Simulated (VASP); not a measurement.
Set up this calculation in VASP 6.6.1, as the native input.

| Quantity | Value |
| --- | --- |
| Task | single point |
| Functional | PBEsol |
| Potentials or basis | VASP PAW PBE potentials, release 64 (Sb) |
| Cutoff | 520 eV |
| k mesh | 11 × 11 × 1 |
| Occupations | fermi-dirac, width 0.1 eV |
| Spin | no spin polarisation |
| Dipole correction | yes |
| Further INCAR settings | ALGO = Normal; EDIFF = 1e-07; NBANDS = 8 |

The structure of Sb lies in POSCAR:

```
Sb
1.0
    3.3338465302      0.0000000000      0.0000000000
   -1.6669232651      2.8871957875      0.0000000000
    0.0000000000      0.0000000000     11.0000000000
Sb
1
Direct
    0.0000000000      0.0000000000      0.5000000000
```

One way to write it, as run:

INCAR

```
ALGO = Normal ; DIPOL = 0.5 0.5 0.500
EDIFF = 1E-7 ; ENCUT = 520
GGA = PS ; IDIPOL = 3
ISIF = 2 ; ISMEAR = -1
LASPH = True ; LCHARG = True
LDIPOL = True ; LELF = True
LREAL = False ; LVACPOTAV = True
LVHAR = True ; LWAVE = False
NBANDS = 8 ; NELM = 100
PREC = Accurate ; SIGMA = 0.1
```

KPOINTS

```
k-points
0
Gamma
  11 11 1
```

Potentials or basis: VASP PAW PBE potentials, release 64 (Sb).

Launch:

```bash
$ cat potpaw_PBE.64/Sb/POTCAR > POTCAR
$ mpirun -np 1 vasp_std > vasp.out
```

Wall time 27 s on 1 thread of Intel Xeon 8259CL, with other jobs on the host, peak memory 0.23 GiB.
